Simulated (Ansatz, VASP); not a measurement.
# Sr3Ni: VASP beside Ansatz

```
Sr Ni
1.0
     5.26930    0.00000    0.00000
     0.00000    5.26930    0.00000
     0.00000    0.00000    5.26930
Sr Ni
3 1
Direct
  0.00000 0.50000 0.50000
  0.50000 0.00000 0.50000
  0.50000 0.50000 0.00000
  0.00000 0.00000 0.00000
```

Alike in both runs: functional PBE; k mesh 4 × 4 × 4; occupations gaussian, width 0.1 eV; no spin polarisation.

Ansatz relaxed the structure, and its values are those at the end. VASP's run is a single point on that final structure, the one shown.

|  | VASP | Ansatz |
| --- | --- | --- |
| version | VASP 6.6.1 | Ansatz 0.2.0 |
| potentials or method | VASP PAW PBE potentials, release 64 (Sr_sv, Ni), cutoff 520 eV | scalar-relativistic, plane waves, PAW |
| valence electrons in the cell | 40 | 48 |

VASP gave:

| Property | Result |
| --- | --- |
| gap on the k mesh at the Fermi level (eV) | none |
| pressure (GPa) | 0.2 |

Task: Which values does Ansatz return?

Result: gap on the k mesh at the Fermi level (eV): none; pressure (GPa): 0.1.

A gap of «none» marks a metal or a gap that the smearing closes. VASP's potentials hold 40 valence electrons a cell and Ansatz's 48, so a difference there can come from the potentials and not from the codes.
